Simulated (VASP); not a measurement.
# RbHgGe in VASP: single point with PBE

Aim: the single point of RbHgGe with PBE.

All numbers are computed with VASP 6.6.1; they aren't measurements. Logs are shortened: lines on timing, memory, paths and dates and some standing lists are left out, and cuts for length are marked.

## 1. The cell of the first run

The cell holds a sheet with vacuum, 3 atoms: a = 5.109 Å, b = 5.109 Å, c = 29.050 Å, α = 90.00°, β = 90.00°, γ = 90.00°.

## 2. Single point, PBE

The input, INCAR:

```
SYSTEM = RbHgGe
ALGO = Normal
DIPOL = 0.5 0.5 0.292
EDIFF = 1E-6
ENCUT = 410
GGA = PE
GGA_COMPAT = .False.
IDIPOL = 3
ISIF = 2
ISMEAR = 0
ISYM = 0
LASPH = .True.
LCHARG = .True.
LDIPOL = .True.
LELF = .True.
LREAL = .False.
LVACPOTAV = .True.
LVHAR = .True.
LWAVE = .False.
NBANDS = 24
NELM = 120
NELMDL = -8
PREC = Accurate
SIGMA = 0.1
```

The input, KPOINTS:

```
k-points
0
Gamma
  10 10 1
  0 0 0
```

The input, POSCAR:

```
RbHgGe
1.0
    5.1089210258      0.0000000000      0.0000000000
    0.0000000000      5.1089210258      0.0000000000
    0.0000000000      0.0000000000     29.0502596000
Rb Ge Hg
1 1 1
Direct
    0.0000000000      0.0000000000      0.2742830419
    0.5000000000      0.5000000000      0.2565175148
    0.5000000000      0.5000000000      0.3445100402
```

Potentials or basis: VASP PAW PBE potentials, release 64 (Rb_sv, Ge_d, Hg).

Run with:

```bash
$ cat potpaw_PBE.64/Rb_sv/POTCAR potpaw_PBE.64/Ge_d/POTCAR potpaw_PBE.64/Hg/POTCAR > POTCAR
$ mpirun -np 1 vasp_std > vasp.out
```

OUTCAR:

```text
SYSTEM = RbHgGe
   EDIFF = 1E-6
   ENCUT = 410
   GGA = PE
   ISIF = 2
   ISMEAR = 0
   ISYM = 0
   LASPH = .True.
   LREAL = .False.
   NELM = 120
   NELMDL = -8
   PREC = Accurate

 ion  position               nearest neighbor table
   1  0.000  0.000  0.274-   2 3.65   2 3.65   2 3.65   2 3.65   3 4.15   3 4.15   3 4.15   3 4.15

   2  0.500  0.500  0.257-   3 2.56   1 3.65   1 3.65   1 3.65   1 3.65
   3  0.500  0.500  0.345-   2 2.56   1 4.15   1 4.15   1 4.15   1 4.15

IMPORTANT INFORMATION: All symmetrisations will be switched off!
NOSYMM: (Re-)initialisation of all symmetry stuff for point group C_1.

----------------------------------------------------------------------------------------

                                     Primitive cell

  volume of cell :     758.2430

  direct lattice vectors                    reciprocal lattice vectors
     5.108921026  0.000000000  0.000000000     0.195736046  0.000000000  0.000000000
     0.000000000  5.108921026  0.000000000     0.000000000  0.195736046  0.000000000
     0.000000000  0.000000000 29.050259600     0.000000000  0.000000000  0.034423100

  length of vectors
     5.108921026  5.108921026 29.050259600     0.195736046  0.195736046  0.034423100

  position of ions in fractional coordinates (direct lattice)
     0.000000000  0.000000000  0.274283042
     0.500000000  0.500000000  0.256517515
     0.500000000  0.500000000  0.344510040

  ion indices of the primitive-cell ions
   primitive index   ion index
                 1           1
                 2           2
                 3           3

----------------------------------------------------------------------------------------

 KPOINTS: k-points

Automatic generation of k-mesh.
 Grid dimensions read from file:
 generate k-points for:   10   10    1

 Generating k-lattice:

  Cartesian coordinates                     Fractional coordinates (reciprocal lattice)
     0.019573605  0.000000000  0.000000000     0.100000000  0.000000000  0.000000000
     0.000000000  0.019573605  0.000000000     0.000000000  0.100000000  0.000000000
     0.000000000  0.000000000  0.034423100     0.000000000  0.000000000  1.000000000

  Length of vectors
     0.019573605  0.019573605  0.034423100

  Shift w.r.t. Gamma in fractional coordinates (k-lattice)
     0.000000000  0.000000000  0.000000000

 Subroutine IBZKPT returns following result:
 ===========================================

 Found     52 irreducible k-points:

 Following reciprocal coordinates:
            Coordinates               Weight
  0.000000  0.000000  0.000000      1.000000
  0.100000  0.000000  0.000000      2.000000
  0.000000  0.100000  0.000000      2.000000
  0.200000  0.000000  0.000000      2.000000
  0.000000  0.200000  0.000000      2.000000
  0.300000  0.000000  0.000000      2.000000
[... 16 lines left out ...]
 -0.100000  0.400000  0.000000      2.000000
 -0.400000  0.100000  0.000000      2.000000
 [... further k-points ...]
   k-points           NKPTS =     52   k-points in BZ     NKDIM =     52   number of bands    NBANDS=     24
   number of dos      NEDOS =    301   number of ions     NIONS =      3
   total plane-waves  NPLWV = 248832
   dimension x,y,z NGX =    36 NGY =   36 NGZ =  192
   dimension x,y,z NGXF=    72 NGYF=   72 NGZF=  384
   ions per type =               1   1   1
   NGX,Y,Z   is equivalent  to a cutoff of  11.71, 11.71, 10.99 a.u.
   NGXF,Y,Z  is equivalent  to a cutoff of  23.43, 23.43, 21.98 a.u.
 SYSTEM =  RbHgGe
   PREC   = accura    normal or accurate (medium, high low for compatibility)
   ISTART =      0    job   : 0-new  1-cont  2-samecut
   ICHARG =      2    charge: 1-file 2-atom 10-const
   ISPIN  =      1    spin polarized calculation?
   LNONCOLLINEAR =      F non collinear calculations
   LSORBIT =      F    spin-orbit coupling
   LASPH  =      T    aspherical Exc in radial PAW
   ENCUT  =  410.0 eV  30.13 Ry    5.49 a.u.   8.43  8.43 47.96*2*pi/ulx,y,z
   NELM   =    120;   NELMIN=  2; NELMDL= -8     # of ELM steps
   EDIFF  = 0.1E-05   stopping-criterion for ELM
   LREAL  =      F    real-space projection
   EDIFFG = 0.1E-04   stopping-criterion for IOM
   NSW    =      0    number of steps for IOM
   IBRION =     -1    ionic relax: 0-MD 1-quasi-New 2-CG
   NFREE  =      0    steps in history (QN), initial steepest desc. (CG)
   ISIF   =      2    stress and relaxation
   ISYM   =      0    0-nonsym 1-usesym 2-fastsym
   POTIM  = 0.5000    time-step for ionic-motion
   TEBEG  =    0.0;   TEEND  =   0.0 temperature during run
   PSTRESS=    0.0 pullay stress
   NELECT =      35.0000    total number of electrons
   NUPDOWN=      -1.0000    fix difference up-down
   EMIN   =  10.00;   EMAX   =-10.00  energy-range for DOS
   EFERMI =   0.00;   METHOD = LEGACY
   ISMEAR =     0;   SIGMA  =   0.10  broadening in eV -4-tet -1-fermi 0-gaus
   EFERMI_NEDOS =   21; number of points for ismear=-14 and -15
   IALGO  =     38    algorithm
   IMIX   =      4    mixing-type and parameters
     AMIX     =   0.40;   BMIX     =  1.00
     AMIX_MAG =   1.60;   BMIX_MAG =  1.00
  volume/ion in A,a.u.               =     252.75      1705.63
  Fermi-wavevector in a.u.,A,eV,Ry     =   0.587257  1.109754  4.692249  0.344871
  Thomas-Fermi vector in A             =   1.634060
   LORBIT       =      0    0 simple, 1 ext, 2 COOP (PROOUT), +10 PAW based schemes
   GGA     = PE    functional components
   LHFCALC =     F    Hartree Fock is set to
   AEXX    =    0.0000 exact exchange contribution
   IVDW    =     0    specifies the selected vdW correction
   LEPSILON=     F    determine dielectric tensor
   LRPA    =     F    only Hartree local field effects (RPA)
 non-spin polarized calculation
 Gauss-broadening in eV      SIGMA  =   0.10
  energy-cutoff  :      410.00
  volume of cell :      758.24
 maximum number of plane-waves:     14339
 NGX is ok and might be reduce to    36
   NGX = 17   NGY = 17   NGZ = 95

 dipolmoment           0.000000      0.000000      0.000050 electrons x Angstroem

 number of electron      34.9999981 magnetization

 dipolmoment           0.000000      0.000000     -0.024085 electrons x Angstroem

 Free energy of the ion-electron system (eV)
  ---------------------------------------------------
  ext. energy  EPLUGINS =         0.00000000
  ---------------------------------------------------
  free energy    TOTEN  =        -3.96292193 eV

  energy without entropy =       -3.93988490  energy(sigma->0) =       -3.95140342

 E-fermi :  -2.6303     XC(G=0):  -1.7141

 val. band max:       -2.6730763196   @ k =   0.1000   0.0000   0.0000
 cond. band min:      -2.6259294295   @ k =   0.2000   0.2000   0.0000
 fundamental gap:      0.0471468901
 Fermi energy:        -2.6303139767

 k-point     1 :       0.0000    0.0000    0.0000
  band No.  band energies     occupation
      1     -30.0045      2.00000
      2     -27.3336      2.00000
      3     -27.2736      2.00000
      4     -27.2736      2.00000
      5     -27.1458      2.00000
      6     -27.1419      2.00000
[... 16 lines left out ...]
     23       0.6822      0.00000
     24       0.7313      0.00000

 k-point     2 :       0.1000    0.0000    0.0000
  band No.  band energies     occupation
      1     -30.0044      2.00000
      2     -27.3336      2.00000
      3     -27.2736      2.00000
      4     -27.2735      2.00000
      5     -27.1458      2.00000
      6     -27.1419      2.00000
[... 16 lines left out ...]
     23       0.6718      0.00000
     24       0.7795      0.00000

 k-point     3 :       0.0000    0.1000    0.0000
  band No.  band energies     occupation
      1     -30.0044      2.00000
      2     -27.3336      2.00000
      3     -27.2736      2.00000
      4     -27.2735      2.00000
      5     -27.1458      2.00000
      6     -27.1419      2.00000
[... 16 lines left out ...]
     23       0.6718      0.00000
     24       0.7795      0.00000

 k-point     4 :       0.2000    0.0000    0.0000
  band No.  band energies     occupation
      1     -30.0040      2.00000
      2     -27.3336      2.00000
      3     -27.2736      2.00000
      4     -27.2736      2.00000
      5     -27.1458      2.00000
      6     -27.1418      2.00000
[... 16 lines left out ...]
     23       0.9181      0.00000
     24       0.9360      0.00000

 k-point     5 :       0.0000    0.2000    0.0000
  band No.  band energies     occupation
      1     -30.0040      2.00000
      2     -27.3336      2.00000
      3     -27.2736      2.00000
      4     -27.2736      2.00000
      5     -27.1458      2.00000
      6     -27.1418      2.00000
[... 16 lines left out ...]
     23       0.9181      0.00000
     24       0.9360      0.00000

 k-point     6 :       0.3000    0.0000    0.0000
  band No.  band energies     occupation
      1     -30.0036      2.00000
      2     -27.3336      2.00000
      3     -27.2736      2.00000
      4     -27.2735      2.00000
      5     -27.1459      2.00000
      6     -27.1417      2.00000
[... 16 lines left out ...]
     23       1.1239      0.00000
     24       1.2890      0.00000
[... 379 lines left out ...]
 k-point    21 :       0.1000    0.3000    0.0000
  band No.  band energies     occupation
      1     -30.0035      2.00000
      2     -27.3336      2.00000
      3     -27.2736      2.00000
      4     -27.2735      2.00000
      5     -27.1459      2.00000
      6     -27.1417      2.00000
[... 16 lines left out ...]
     23       0.9918      0.00000
     24       1.3866      0.00000

 k-point    22 :       0.4000    0.1000    0.0000
  band No.  band energies     occupation
      1     -30.0032      2.00000
      2     -27.3336      2.00000
      3     -27.2736      2.00000
      4     -27.2735      2.00000
      5     -27.1459      2.00000
      6     -27.1416      2.00000
[... 16 lines left out ...]
     23       1.2306      0.00000
     24       1.6930      0.00000

 k-point    23 :      -0.1000    0.4000    0.0000
  band No.  band energies     occupation
      1     -30.0032      2.00000
      2     -27.3336      2.00000
      3     -27.2736      2.00000
      4     -27.2735      2.00000
      5     -27.1459      2.00000
      6     -27.1416      2.00000
[... 16 lines left out ...]
     23       1.2306      0.00000
     24       1.6930      0.00000

 k-point    24 :      -0.4000    0.1000    0.0000
  band No.  band energies     occupation
      1     -30.0032      2.00000
      2     -27.3336      2.00000
      3     -27.2736      2.00000
      4     -27.2735      2.00000
      5     -27.1459      2.00000
      6     -27.1416      2.00000
[... 16 lines left out ...]
     23       1.2306      0.00000
     24       1.6930      0.00000

 [... further k-points ...]

------------------------ aborting loop because EDIFF is reached ----------------------------------------

 vacuum level on the upper side and lower side of the slab       (xc-potential included)        -0.154        -0.070

  FORCE on cell =-STRESS in cart. coord.  units (eV):
  Direction    XX          YY          ZZ          XY          YZ          ZX
  --------------------------------------------------------------------------------------
  -------------------------------------------------------------------------------------
  Total       -0.0395019     -0.0395020      0.0148436      0.0000001     -0.0000001      0.0000000
  in kB       -0.0834680     -0.0834683      0.0313646      0.0000002     -0.0000002      0.0000000
  external PRESSURE =      -0.0451906 kB  Pullay stress =       0.0000000 kB

 VOLUME and BASIS-vectors are now :
 -----------------------------------------------------------------------------
  energy-cutoff  :      410.00
  volume of cell :      758.24
      direct lattice vectors                 reciprocal lattice vectors
     5.108921026  0.000000000  0.000000000     0.195736046  0.000000000  0.000000000
     0.000000000  5.108921026  0.000000000     0.000000000  0.195736046  0.000000000
     0.000000000  0.000000000 29.050259600     0.000000000  0.000000000  0.034423100

 POSITION                                       TOTAL-FORCE (eV/Angst)
 -----------------------------------------------------------------------------------
      0.00000      0.00000      7.96799         0.000000     -0.000000      0.000275
      2.55446      2.55446      7.45190         0.000000      0.000000     -0.031747
      2.55446      2.55446     10.00811        -0.000000      0.000000      0.031472
 -----------------------------------------------------------------------------------
    total drift:                                0.000000     -0.000000      0.000069

  FREE ENERGIE OF THE ION-ELECTRON SYSTEM (eV)
  ---------------------------------------------------
  free  energy   TOTEN  =        -3.9629219310 eV

  energy  without entropy=       -3.9398849042  energy(sigma->0) =       -3.95140342

 vacuum level on the upper side and lower side of the slab         0.626         0.793
```

Wall time 12 min (1 thread of Intel Xeon Platinum 8488C (Sapphire Rapids), shared host); peak memory 1 GiB.

What came out:

- Free energy: -3.9629 eV
- Largest force: 0.032 eV/Å
- Band gap on the k mesh: zero (an odd number of electrons rules out a gap without spin polarisation)
- Work function of the upper face: 3.26 eV
- Work function of the lower face: 3.42 eV

Forces in eV/Å, atoms in the order of the input:
```
Rb   0.000  0.000  0.000
Ge   0.000  0.000 -0.032
Hg   0.000  0.000  0.031
```

Levels at points of the mesh, in eV from the Fermi level:
| k point | band 14 | band 15 | band 16 | band 17 | band 18 | band 19 | band 20 | band 21 |
| --- | --- | --- | --- | --- | --- | --- | --- | --- |
| (0.00, 0.00, 0.00) | -7.00 | -6.79 | -4.02 | -0.05 | 0.44 | 0.44 | 2.39 | 3.03 |
| (0.50, 0.00, 0.00) | -7.00 | -6.65 | -3.84 | -1.18 | 0.11 | 0.26 | 1.41 | 3.62 |
| (0.00, 0.50, 0.00) | -7.00 | -6.65 | -3.84 | -1.18 | 0.11 | 0.26 | 1.41 | 3.62 |
| (0.50, 0.50, 0.00) | -6.97 | -6.65 | -3.60 | -0.45 | -0.45 | 0.52 | 1.63 | 1.63 |

Caveat: spin-orbit coupling is left out, which moves the levels of the heavy elements.

The gap in the log of VASP goes by the Fermi energy; the results here count the filled bands.